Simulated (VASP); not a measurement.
# BN: single point with PBEsol

BN:

```
B N
1.0
     1.25208    0.72289    3.49491
    -1.25208    0.72289    3.49491
     0.00000   -1.44578    3.49491
B N
1 1
Direct
  0.99962 0.99962 0.99962
  0.33281 0.33281 0.33281
```

```yaml
Program: VASP 6.6.1
Task: single point
Functional: PBEsol
Potentials_or_basis: VASP PAW PBE potentials, release 64 (B, N)
Cutoff: 520 eV
k_mesh: 12 × 12 × 12
Occupations: gaussian, width 0.02 eV
Spin: no spin polarisation
```

The pressure is 0.3 GPa. The band gap on the k mesh is 4.24 eV (least direct gap 4.63 eV).

Stress tensor (GPa, compression positive):
```
 0.51  0.00  0.00
 0.00  0.51  0.00
 0.00  0.00 -0.13
```

Levels at points of the mesh, in eV from the valence-band top:
| k point | band 1 | band 2 | band 3 | band 4 | band 5 | band 6 | band 7 | band 8 |
| --- | --- | --- | --- | --- | --- | --- | --- | --- |
| (0.00, 0.00, 0.00) | -17.70 | -4.38 | -1.28 | -1.28 | 4.79 | 11.60 | 11.60 | 13.01 |
| (0.50, 0.00, 0.00) | -14.51 | -8.93 | -4.08 | -0.66 | 5.15 | 9.77 | 12.70 | 14.51 |
| (0.50, 0.50, 0.00) | -14.46 | -8.83 | -4.12 | -1.14 | 4.24 | 9.83 | 13.81 | 16.85 |
| (0.50, 0.50, 0.50) | -17.50 | -6.06 | -1.29 | -1.29 | 9.55 | 11.55 | 11.55 | 11.94 |

Wall time 73 s on 1 thread of Intel Xeon 8259CL (shared host), peak memory 0.18 GiB.

Caveat: the PAW data sets were made with another functional, which shifts forces and pressure a little. A k mesh can miss the band edges.
